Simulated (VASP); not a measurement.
TiN: single point with PBE

TiN:

```
CELL_PARAMETERS angstrom
-4.24659 4.24659 4.24659
4.24659 -4.24659 4.24659
4.24659 4.24659 -4.24659
ATOMIC_POSITIONS crystal
Ti 0.00000 0.00000 0.00000
Ti 0.00000 0.25000 0.75000
Ti 0.00000 0.50000 0.50000
Ti 0.00000 0.75000 0.25000
Ti 0.25000 0.00000 0.75000
Ti 0.25000 0.25000 0.50000
Ti 0.25000 0.50000 0.25000
Ti 0.25000 0.75000 0.00000
Ti 0.50000 0.00000 0.50000
Ti 0.50000 0.25000 0.25000
Ti 0.50000 0.50000 0.00000
Ti 0.50000 0.75000 0.75000
Ti 0.75000 0.00000 0.25000
Ti 0.75000 0.25000 0.00000
Ti 0.75000 0.50000 0.75000
Ti 0.75000 0.75000 0.50000
N 0.00000 0.00000 0.50000
N 0.00000 0.25000 0.25000
N 0.00000 0.50000 0.00000
N 0.00000 0.75000 0.75000
N 0.25000 0.00000 0.25000
N 0.25000 0.25000 0.00000
N 0.25000 0.50000 0.75000
N 0.25000 0.75000 0.50000
N 0.50000 0.00000 0.00000
N 0.50000 0.25000 0.75000
N 0.50000 0.50000 0.50000
N 0.50000 0.75000 0.25000
N 0.75000 0.00000 0.75000
N 0.75000 0.25000 0.50000
N 0.75000 0.50000 0.25000
N 0.75000 0.75000 0.00000
```

```json
{
 "Program": "VASP 6.6.1",
 "Task": "single point",
 "Functional": "PBE",
 "Potentials or basis": "VASP PAW PBE potentials, release 64 (Ti_sv, N)",
 "Cutoff": "600 eV",
 "k mesh": "2 × 2 × 2",
 "Occupations": "methfessel-paxton, width 0.1 eV",
 "Spin": "no spin polarisation",
 "Dipole correction": "no",
 "Further INCAR settings": "LREAL = Auto; ALGO = Normal; EDIFF = 1e-06; NBANDS = 158"
}
```

The pressure is 0.7 GPa and the band gap on the k mesh is zero (bands 136 and 137 overlap by 0.90 eV).

Levels at points of the mesh, in eV from the Fermi level:
```csv
k point,band 131,band 132,band 133,band 134,band 135,band 136,band 137,band 138
"(0.00, 0.00, 0.00)",-2.02,-0.58,-0.58,-0.58,0.61,0.61,0.96,0.96
"(0.50, 0.00, 0.00)",-0.96,-0.96,-0.43,-0.43,-0.13,-0.13,0.05,0.05
"(0.50, 0.50, 0.50)",-1.94,-1.94,-1.94,-1.94,0.95,0.95,0.95,0.95
```

Wall time 18 min on 1 thread of Intel Xeon 8259CL (shared host), peak memory 0.55 GiB.

Caveat: the k points lie up to 0.52 Å⁻¹ apart, too coarse for converged energies and pressures of a metal.
